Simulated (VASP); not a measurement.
Write the native input for VASP 6.6.1 that does the following.

```
Task                   : electric field gradients
Functional             : LDA
Potentials or basis    : VASP PAW LDA potentials, release 64 (Sc_sv)
Cutoff                 : 520 eV
k mesh                 : 13 × 13 × 7
Occupations            : fermi-dirac, width 0.03 eV
Spin                   : no spin polarisation
Dipole correction      : no
Further INCAR settings : ALGO = Normal; EDIFF = 1e-08; NBANDS = 18
```

The structure of Sc lies in POSCAR:

```
Sc
1.0
    3.3087978973      0.0000000000      0.0000000000
   -1.6543989486      2.8655030350      0.0000000000
    0.0000000000      0.0000000000      5.3206800000
Sc
2
Direct
    0.3333333333      0.6666666667      0.2500000000
    0.6666666667      0.3333333333      0.7500000000
```

This cell differs from its parent crystal: zz strain of +1 %.

One way to write it, as run:

INCAR

```
PREC = Accurate
ENCUT = 520
EDIFF = 1E-8
ISMEAR = -1
SIGMA = 0.03
LREAL = F
LASPH = T
NELM = 100
ALGO = Normal
ISIF = 2
LWAVE = F
LCHARG = F
GGA = CA
LEFG = T
NBANDS = 18
```

KPOINTS

```
regular mesh
0
Gamma
  13 13 7
```

Potentials or basis: VASP PAW LDA potentials, release 64 (Sc_sv).

Run with:

```sh
$ cat potpaw_LDA.64/Sc_sv/POTCAR > POTCAR
$ mpirun -np 1 vasp_std > vasp.out
```

It gave:

```yaml
Pressure: -5.7 GPa
Band_gap_on_the_k_mesh: zero (band 11 reaches 4.00 eV, above the bottom of band 12 at 2.87 eV)
```

Caveat: the cell differs from its parent crystal (zz strain of +1 %); without QUAD_EFG the Cq values of the log hold for a quadrupole moment of 1 mb, not for the nuclei.

Run time: 37 s on 1 thread of Intel(R) Xeon(R) 6975P-C (Granite Rapids) (shared host), peak memory 0.19 GiB.
